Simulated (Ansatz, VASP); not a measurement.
## N: VASP beside Ansatz

The input INCAR:

```
SYSTEM = N
  PREC = Accurate
  ENCUT = 520
  EDIFF = 1E-6
  ISMEAR = 0
  SIGMA = 0.01
  LREAL = .False.
  LASPH = .True.
  NELM = 80
  ALGO = Normal
  ISIF = 2
  LWAVE = .False.
  LCHARG = .True.
  GGA = PE
  LELF = .True.
  LVHAR = .True.
  NBANDS = 18
```

The input KPOINTS:

```
Automatic mesh
0
Gamma
  12 12 4
  0 0 0
```

Contents of POSCAR:

```
N
1.0
    3.5804202189      0.0000000000      0.0000000000
   -1.7902101095      3.1007348658      0.0000000000
    0.0000000000      0.0000000000      7.6415139778
N
4
Direct
    0.3333333333      0.6666666667      0.3215707895
    0.3333333333      0.6666666667      0.1784292105
    0.6666666667      0.3333333333      0.8215707895
    0.6666666667      0.3333333333      0.6784292105
```

Input for Ansatz:

```yaml
crystal:
  lattice:
    - [3.5804202189, 0.0, 0.0]
    - [-1.7902101095, 3.1007348658, 0.0]
    - [0.0, 0.0, 7.6415139778]
  atoms:
    - { symbol: "N", position: [0.3333333333, 0.6666666667, 0.3215707895] }
    - { symbol: "N", position: [0.3333333333, 0.6666666667, 0.1784292105] }
    - { symbol: "N", position: [0.6666666667, 0.3333333333, 0.8215707895] }
    - { symbol: "N", position: [0.6666666667, 0.3333333333, 0.6784292105] }
kpoints:
  mp_grid: { grid: [12, 12, 4] }
  band_path:
    path:
      - [0.0, 0.0, 0.0]
      - [0.5, 0.0, 0.0]
      - [0.3333333333, 0.3333333333, 0.0]
      - [0.0, 0.0, 0.5]
      - [0.5, 0.0, 0.5]
      - [0.3333333333, 0.3333333333, 0.5]
      - [0.145833, 0.166667, 0.0]
      - [0.0, 0.5, 0.0]
    npoints: 1
hamiltonian:
  xc: pbe
scf:
  occupations: { method: fixed }
  n_extra_bands: 5
output:
  forces: true
  stress: true
  eigenvalues: true
```

Alike in both runs: task single point; functional PBE; k mesh 12 × 12 × 4; no spin polarisation.

```csv
,VASP,Ansatz
version,VASP 6.6.1,Ansatz 0.2.0
potentials or method,"VASP PAW PBE potentials, release 64 (N)","plane waves, PAW"
plane-wave cutoff (eV),520,420
occupations,"gaussian, width 0.01 eV",fixed
valence electrons in the cell,20,20
```

Ansatz gave:

| Item | Value |
| --- | --- |
| gap on the k mesh at the Fermi level (eV) | 7.08 |
| pressure (GPa) | 2.5 |
| traceless stress, the component that is largest in VASP (GPa) | 3.00 |
| rms of the force components (eV/Å) | 0.680 |

**Question.** What did VASP give for the same quantities?

**Answer.** gap on the k mesh at the Fermi level (eV): 7.03; pressure (GPa): 4.9; traceless stress, the component that is largest in VASP (GPa): 8.29; rms of the force components (eV/Å): 1.807.

Atom by atom the forces differ by 1.127 eV/Å (rms over components).

Noted on VASP's run: the standard files for N, O and F lose accuracy on very short bonds.
